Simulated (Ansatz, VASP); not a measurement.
# One calculation of Zr3MoC, two programs

Contents of INCAR:

```
SYSTEM = Zr3MoC
PREC = Accurate
ENCUT = 900
EDIFF = 1E-7
ISMEAR = -1
SIGMA = 0.05
LREAL = .FALSE.
LASPH = .TRUE.
NELM = 60
ALGO = Normal
ISIF = 2
LWAVE = .FALSE.
LCHARG = .FALSE.
LMAXMIX = 4
GGA = PE
```

Contents of KPOINTS:

```
Automatic mesh
0
G
  5 5 5
  0 0 0
```

File POSCAR:

```
Zr3MoC
1.0
    4.9425100000      0.0000000000      0.0000000000
    0.0000000000      4.9425100000      0.0000000000
    0.0000000000      0.0000000000      4.9425100000
Zr Mo C
3 1 1
Direct
    0.5000000000      0.0000000000      0.0000000000
    0.0000000000      0.5000000000      0.0000000000
    0.0000000000      0.0000000000      0.5000000000
    0.0000000000      0.0000000000      0.0000000000
    0.5000000000      0.5000000000      0.5000000000
```

The input KPOINTS_OPT:

```
path GXMGRX,MR
20
line-mode
reciprocal
 0.0000000000  0.0000000000  0.0000000000  G
 0.0000000000  0.5000000000  0.0000000000  X

 0.0000000000  0.5000000000  0.0000000000  X
 0.5000000000  0.5000000000  0.0000000000  M

 0.5000000000  0.5000000000  0.0000000000  M
 0.0000000000  0.0000000000  0.0000000000  G

 0.0000000000  0.0000000000  0.0000000000  G
 0.5000000000  0.5000000000  0.5000000000  R

 0.5000000000  0.5000000000  0.5000000000  R
 0.0000000000  0.5000000000  0.0000000000  X

 0.5000000000  0.5000000000  0.0000000000  M
 0.5000000000  0.5000000000  0.5000000000  R
```

The input input.yaml:

```yaml
crystal:
  lattice:
    - [4.94251, 0.0, 0.0]
    - [0.0, 4.94251, 0.0]
    - [0.0, 0.0, 4.94251]
  atoms:
    - { symbol: Zr, position: [0.5, 0.0, 0.0] }
    - { symbol: Zr, position: [0.0, 0.5, 0.0] }
    - { symbol: Zr, position: [0.0, 0.0, 0.5] }
    - { symbol: Mo, position: [0.0, 0.0, 0.0] }
    - { symbol: C, position: [0.5, 0.5, 0.5] }
hamiltonian:
  xc: pbe
  pseudopotentials: { kind: paw }
kpoints:
  mp_grid: { grid: [5, 5, 5] }
  band_path:
    path:
      - [[0.0, 0.0, 0.0], [0.0, 0.5, 0.0], [0.5, 0.5, 0.0], [0.0, 0.0, 0.0], [0.5, 0.5, 0.5], [0.0, 0.5, 0.0]]
      - [[0.5, 0.5, 0.0], [0.5, 0.5, 0.5]]
    npoints: 14
scf:
  occupations: { method: fermi_dirac, width: 0.05 }
  n_extra_bands: 12
output:
  forces: true
  stress: true
  eigenvalues: true
  fatbands: false
```

Alike in both runs: task band structure; functional PBE; k mesh 5 × 5 × 5; occupations fermi-dirac, width 0.05 eV; no spin polarisation.

```csv
,VASP,Ansatz
version,VASP 6.6.1,Ansatz 0.2.0
potentials or method,"VASP PAW PBE potentials, release 64 (Zr_sv, Mo_sv, C)",Ansatz PAW
plane-wave cutoff (eV),900,420
valence electrons in the cell,54,54
```

Ansatz gave:

* gap on the k mesh at the Fermi level (eV): none
* pressure (GPa): 0.8

Problem. Which values does VASP return?

Solution. gap on the k mesh at the Fermi level (eV): none; pressure (GPa): 1.0.

A gap of «none» marks a metal or a gap that the smearing closes. The functional is the same, so the differences come from potentials, cutoffs and numerics.
